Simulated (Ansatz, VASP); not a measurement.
## Two plane-wave programs on WC

The input INCAR:

```
SYSTEM = WC
ALGO     = Normal         ! electronic algorithm
EDIFF    = 1E-6           ! SCF threshold, eV
ENCUT    = 520            ! plane-wave cutoff, eV
GGA      = PE             ! functional
ISIF     = 2              ! what is computed and relaxed
ISMEAR   = -1             ! smearing method
LASPH    = .True.         ! aspherical terms in the spheres
LCHARG   = .True.         ! write CHGCAR
LELF     = .True.         ! ELF
LREAL    = .False.        ! projectors in reciprocal space
LVHAR    = .True.       
LWAVE    = .False.        ! write WAVECAR
NBANDS   = 16             ! bands
NELM     = 60             ! most SCF steps
PREC     = Accurate       ! precision mode
SIGMA    = 0.1            ! smearing width, eV
```

Contents of KPOINTS:

```
k-points
0
Gamma
  8 8 7
  0 0 0
```

Contents of POSCAR:

```
WC
1.0
    2.8177400000      0.0002800000      0.0398600000
   -1.4086300000      2.5900600000     -0.0575100000
    0.0389000000     -0.0423500000      2.9543600000
W C
1 1
Direct
    0.0076081349      0.0134192618     -0.0063923259
    0.6785300000      0.3358700000      0.4501900000
```

Input for Ansatz:

```yaml
crystal:
  lattice:
    - [2.81774, 0.00028, 0.03986]
    - [-1.40863, 2.59006, -0.05751]
    - [0.0389, -0.04235, 2.95436]
  atoms:
    - { symbol: W, position: [0.00760813491421832, 0.013419261763146288, -0.006392325855238427] }
    - { symbol: C, position: [0.67853, 0.33587, 0.45019] }
basis:
  ecutwfc: 540.0
  xc_grid: 2
kpoints:
  mp_grid:
    grid: [8, 8, 7]
hamiltonian:
  xc: pbe
scf:
  convergence:
    dr2_threshold: 1.0e-09
  occupations:
    method: fermi_dirac
    width: 0.1
output:
  forces: true
  stress: true
```

Alike in both runs: task single point; functional PBE; k mesh 8 × 8 × 7; occupations fermi-dirac, width 0.1 eV; no spin polarisation.

|  | VASP | Ansatz |
| --- | --- | --- |
| version | VASP 6.6.1 | Ansatz 0.2.0 |
| potentials or method | VASP PAW PBE potentials, release 64 (W_sv, C), cutoff 520 eV | plane waves, PAW |
| valence electrons in the cell | 18 | 18 |

|  | VASP | Ansatz | Ansatz less VASP |
| --- | --- | --- | --- |
| pressure (GPa) | -3.4 | -4.3 | -0.99 |
| traceless stress, the component that is largest in VASP (GPa) | 26.54 | 26.50 | -0.040 |
| rms of the force components (eV/Å) | 1.061 | 1.051 | -0.0099 |

Atom by atom the forces differ by 0.010 eV/Å (rms over components). Ansatz's warnings: stress scf threshold loose.

Neither program's run includes spin-orbit coupling.
